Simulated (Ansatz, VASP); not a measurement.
**Two plane-wave programs on LuBeSi4**

Contents of INCAR:

```
SYSTEM = LuBeSi4
PREC = Accurate
ENCUT = 600
EDIFF = 1E-6
ISMEAR = 0
SIGMA = 0.1
LREAL = .False.
LASPH = .True.
NELM = 100
ALGO = Normal
ISIF = 3
LWAVE = .False.
LCHARG = .False.
GGA = PE
IBRION = 2
NSW = 90
EDIFFG = -0.04
```

Contents of KPOINTS:

```
Automatic mesh
0
Gamma
  6 6 2
  0 0 0
```

File POSCAR:

```
LuBeSi4
1.0
    4.1236800300      0.0000000000      0.0000000000
   -2.0618400200      3.5712116700      0.0000000000
    0.0000000000      0.0000000000      7.5865361400
Lu Be Si
1 1 4
Direct
    0.0000000000      0.0000000000      0.5000000000
    0.0000000000      0.0000000000      0.0000000000
    0.0000000000      0.0000000000      0.2107999200
    0.0000000000      0.0000000000      0.7892000800
    0.3333333300      0.6666666700      0.5000000000
    0.6666666700      0.3333333300      0.5000000000
```

Input for Ansatz:

```yaml
crystal:
  lattice:
    - [4.12368003, 0.0, 0.0]
    - [-2.06184002, 3.57121167, 0.0]
    - [0.0, 0.0, 7.58653614]
  atoms:
    - { symbol: Lu, position: [0.0, 0.0, 0.5] }
    - { symbol: Be, position: [0.0, 0.0, 0.0] }
    - { symbol: Si, position: [0.0, 0.0, 0.21079992] }
    - { symbol: Si, position: [0.0, 0.0, 0.78920008] }
    - { symbol: Si, position: [0.33333333, 0.66666667, 0.5] }
    - { symbol: Si, position: [0.66666667, 0.33333333, 0.5] }
basis:
  ecutwfc: 420
kpoints:
  mp_grid: { grid: [6, 6, 2] }
hamiltonian:
  xc: pbe
scf:
  occupations: { method: gaussian, width: 0.1 }
  lower_state_search: "off"
output:
  forces: true
  stress: true
  eigenvalues: true
relax:
  adjacent_minimum: "off"
  f_tol: 0.04
  max_steps: 70
  cell: { stress_tol: 0.4 }
```

Alike in both runs: task relaxation of cell and atoms; functional PBE; k mesh 6 × 6 × 2; occupations gaussian, width 0.1 eV; no spin polarisation.

```csv
,VASP,Ansatz
version,VASP 6.6.1,Ansatz 0.2.0
potentials or method,"VASP PAW PBE potentials, release 64 (Lu, Be, Si), cutoff 600 eV","scalar-relativistic, plane waves, PAW"
valence electrons in the cell,43,43
```

VASP gave:

- gap on the k mesh at the Fermi level, each at its own relaxed structure (eV): none
- relaxed volume (Å³/atom): 32.26
- relaxed length of the cell vector where the two differ most in proportion (Å): 4.848

Task: What did Ansatz give for the same quantities?

Result: gap on the k mesh at the Fermi level, each at its own relaxed structure (eV): none; relaxed volume (Å³/atom): 32.09; relaxed length of the cell vector where the two differ most in proportion (Å): 4.830.

A gap of «none» marks a metal or a gap that the smearing closes.

The k mesh is coarse, so the values compare programs but aren't converged. Spin-orbit coupling is off throughout. Noted on VASP's run: the volume moved by over 15 % at a fixed basis, so the end points are rough.
